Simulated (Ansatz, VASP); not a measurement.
**GaN in VASP and in Ansatz**

The input INCAR:

```
PREC = Accurate
ENCUT = 520
EDIFF = 1E-7
ISMEAR = -1
SIGMA = 0.05
LREAL = F
LASPH = T
NELM = 100
ALGO = Normal
ISIF = 2
LWAVE = F
LCHARG = T
GGA = RP
IVDW = 13
LELF = T
LVHAR = T
NBANDS = 26
```

Contents of KPOINTS:

```
Automatic mesh
0
Gamma
  10 10 5
```

POSCAR

```
GaN
1.0
    3.2423687753      0.0000000000      0.0000000000
   -1.6211843877      2.8079737278      0.0000000000
    0.0000000000      0.0000000000      5.2673198406
Ga N
2 2
Direct
    0.6666666667      0.3333333333      0.5000000000
    0.3333333333      0.6666666667      0.0000000000
    0.6666666667      0.3333333333      0.8750000000
    0.3333333333      0.6666666667      0.3750000000
```

The input input.yaml:

```yaml
crystal:
  lattice:
    - [3.2423687753, 0.0, 0.0]
    - [-1.6211843877, 2.8079737278, 0.0]
    - [0.0, 0.0, 5.2673198406]
  atoms:
    - { symbol: Ga, position: [0.6666666667, 0.3333333333, 0.5] }
    - { symbol: Ga, position: [0.3333333333, 0.6666666667, 0.0] }
    - { symbol: "N", position: [0.6666666667, 0.3333333333, 0.875] }
    - { symbol: "N", position: [0.3333333333, 0.6666666667, 0.375] }
hamiltonian:
  xc: rpbe
  pseudopotentials: { kind: paw }
  dispersion: d4
kpoints:
  mp_grid: { grid: [10, 10, 5] }
scf:
  occupations: { method: fermi_dirac, width: 0.05 }
output:
  forces: true
  stress: true
  eigenvalues: true
```

Alike in both runs: task single point; functional RPBE; dispersion D4; k mesh 10 × 10 × 5; occupations fermi-dirac, width 0.05 eV; no spin polarisation.

|  | VASP | Ansatz |
| --- | --- | --- |
| version | VASP 6.6.1 | Ansatz 0.2.0 |
| potentials or method | VASP PAW PBE potentials, release 64 (Ga_d, N) | Ansatz PAW |
| plane-wave cutoff (eV) | 520 | 420 |
| valence electrons in the cell | 36 | 36 |

|  | VASP | Ansatz | Ansatz less VASP |
| --- | --- | --- | --- |
| gap on the k mesh at the Fermi level (eV) | 1.64 | 1.62 | -0.017 |
| least direct gap on the mesh (eV) | 1.64 | 1.62 | -0.017 |
| pressure (GPa) | -10.4 | -10.3 | +0.10 |
| traceless stress, the component that is largest in VASP (GPa) | 1.18 | 1.17 | -0.005 |
| rms of the force components (eV/Å) | 0.064 | 0.067 | +0.0030 |

VASP's potentials were made for PBE, not for RPBE. Atom by atom the forces differ by 0.003 eV/Å (rms over components).

Noted on Ansatz's run: odd divisions of the mesh miss points on the zone boundary, where band edges often lie, so the gap on the mesh can be too wide.
